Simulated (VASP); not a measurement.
Crystal: Zr4Si3.

```
Zr Si
1.0
     4.95265    0.00000    0.00000
     0.00000    4.95265    0.00000
     0.00000    0.00000    4.95265
Zr Si
4 3
Direct
  0.72378 0.27622 0.27622
  0.27622 0.72378 0.27622
  0.27622 0.27622 0.72378
  0.72378 0.72378 0.72378
  0.00000 0.00000 0.50000
  0.50000 0.00000 0.00000
  0.00000 0.50000 0.00000
```

* Program: VASP 6.6.1
* Task: relaxation of cell and atoms
* Functional: PBE
* Potentials or basis: VASP PAW PBE potentials, release 64 (Zr_sv, Si)
* Cutoff: 500 eV
* k mesh: 3 × 3 × 3
* Occupations: gaussian, width 0.2 eV
* Spin: no spin polarisation

At the start: pressure 61.7 GPa; volume 17.35 Å³/atom.

Q: Where does the relaxation end?

A: Over 7 steps the energy falls by 1457.7 meV/atom and the volume is 24.88 Å³/atom (+43.4 %); space group P-43m (No. 215, to 0.05 Å).

The path:
| step | energy change (eV) | largest force (eV/Å) | pressure (GPa) | volume (Å³) |
| --- | --- | --- | --- | --- |
| 1 | 0.0000 | 5.4389 | 61.67 | 121.48 |
| 2 | -3.2011 | 0.7823 | -13.69 | 280.85 |
| 3 | -10.0680 | 0.2088 | -3.20 | 186.23 |
| 4 | -10.1254 | 0.3957 | -1.44 | 181.66 |
| 5 | -10.1321 | 0.4987 | -0.46 | 179.34 |
| 6 | -10.1723 | 0.3581 | -0.21 | 177.74 |
| 7 | -10.2040 | 0.0205 | 0.46 | 174.16 |

Final structure:
```cif
data_structure
_symmetry_space_group_name_H-M 'P 1'
_symmetry_Int_Tables_number 1
_cell_length_a 5.5844
_cell_length_b 5.5844
_cell_length_c 5.5844
_cell_angle_alpha 90.000
_cell_angle_beta 90.000
_cell_angle_gamma 90.000
_cell_volume 174.16
loop_
_atom_site_label
_atom_site_type_symbol
_atom_site_fract_x
_atom_site_fract_y
_atom_site_fract_z
_atom_site_occupancy
Zr1 Zr 0.69936 0.30064 0.30064 1
Zr2 Zr 0.30064 0.69936 0.30064 1
Zr3 Zr 0.30064 0.30064 0.69936 1
Zr4 Zr 0.69936 0.69936 0.69936 1
Si1 Si 0.00000 0.00000 0.50000 1
Si2 Si 0.50000 0.00000 0.00000 1
Si3 Si 0.00000 0.50000 0.00000 1
```

Caveat: the k points lie up to 0.38 Å⁻¹ apart in the final cell; the volume moved by over 15 % at a fixed basis, so the end points are rough; the relaxation stopped at a loose force limit of 0.08 eV/Å, so its end isn't a converged minimum.
